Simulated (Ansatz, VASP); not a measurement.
# Pt in VASP and in Ansatz

The input INCAR:

```
PREC     = Accurate       # precision mode
ENCUT    = 520            # plane-wave cutoff, eV
EDIFF    = 1E-6           # SCF threshold, eV
ISMEAR   = 0              # smearing method
SIGMA    = 0.15           # smearing width, eV
LREAL    = False          # projectors in reciprocal space
LASPH    = True           # aspherical terms in the spheres
NELM     = 100            # most SCF steps
ALGO     = Fast           # electronic algorithm
ISIF     = 2              # what is computed and relaxed
LWAVE    = False          # write WAVECAR
LCHARG   = False          # write CHGCAR
GGA      = PS             # functional
NBANDS   = 11             # bands
```

KPOINTS

```
Automatic mesh
0
Gamma
  20 20 20
```

File POSCAR:

```
Pt
1.0
   -1.6774754579      1.5019257007      1.6189588721
    1.4434091149     -1.6189588721      1.5019257007
    1.6774754579      1.6189588721     -1.7359920436
Pt
1
Direct
    0.0000000000      0.0000000000      0.0000000000
```

Input for Ansatz:

```yaml
crystal:
  lattice:
    - [-1.6774754579, 1.5019257007, 1.6189588721]
    - [1.4434091149, -1.6189588721, 1.5019257007]
    - [1.6774754579, 1.6189588721, -1.7359920436]
  atoms:
    - { symbol: Pt, position: [0.0, 0.0, 0.0] }
basis:
  ecutwfc: 420
kpoints:
  mp_grid: { grid: [20, 20, 20] }
hamiltonian:
  xc: pbesol
  pseudopotentials: { kind: paw, azcp: { folder: soft_1 } }
scf:
  occupations: { method: gaussian, width: 0.15 }
output:
  forces: true
  stress: true
  eigenvalues: true
```

Change from the starting cell: engineering shear strain xz -0.1500, engineering shear strain yz -0.0750.

Alike in both runs: task single point; functional PBEsol; k mesh 20 × 20 × 20; occupations gaussian, width 0.15 eV; no spin polarisation.

|  | VASP | Ansatz |
| --- | --- | --- |
| version | VASP 6.6.1 | Ansatz 0.2.0 |
| potentials or method | VASP PAW PBE potentials, release 64 (Pt), cutoff 520 eV | scalar-relativistic, plane waves, PAW |
| valence electrons in the cell | 10 | 18 |

```tsv
	VASP	Ansatz	Ansatz less VASP
gap on the k mesh at the Fermi level (eV)	none	none	-
pressure (GPa)	10.9	11.2	+0.34
traceless stress, the component that is largest in VASP (GPa)	26.32	26.44	+0.119
```

VASP's potentials were made for PBE, not for PBEsol, and Ansatz warns of the same on its side. A gap of «none» marks a metal or a gap that the smearing closes. VASP's potentials hold 10 valence electrons a cell and Ansatz's 18, so a difference there can come from the potentials and not from the codes.

Spin-orbit coupling is off throughout.
